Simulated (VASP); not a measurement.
Crystal: LiCl.

```
Li Cl
1.0
     0.00000    2.55603    2.55603
     2.55603    0.00000    2.55603
     2.55603    2.55603    0.00000
Li Cl
1 1
Direct
  0.00000 0.00000 0.00000
  0.50000 0.50000 0.50000
```

Program: VASP 6.6.1. Alike in all runs: task single point; potentials or basis VASP PAW PBE potentials, release 64 (Li_sv, Cl); no spin polarisation; cell as given; cutoff (eV) 520. Hardware: 1 thread of AMD EPYC 7R43 64-Core Processor (Zen 3), on a shared host.

Question: Order these runs on this cell by their wall time, lowest first.
A. level PBEsol; k mesh 6 × 6 × 6; smearing gaussian 0.01 eV
B. level r2SCAN; k mesh 6 × 6 × 6, shifted; smearing gaussian 0.01 eV
C. level r2SCAN; k mesh 6 × 6 × 6; smearing fermi-dirac 0.05 eV
D. level HSE06; k mesh 4 × 4 × 4; smearing gaussian 0.01 eV; grid for exact exchange (PRECFOCK) Normal; screening parameter 0.2079 1/Å

Answer: A (12 s), C (51 s), D (150 s), B (890 s).

Caveats: some runs use coarse meshes.
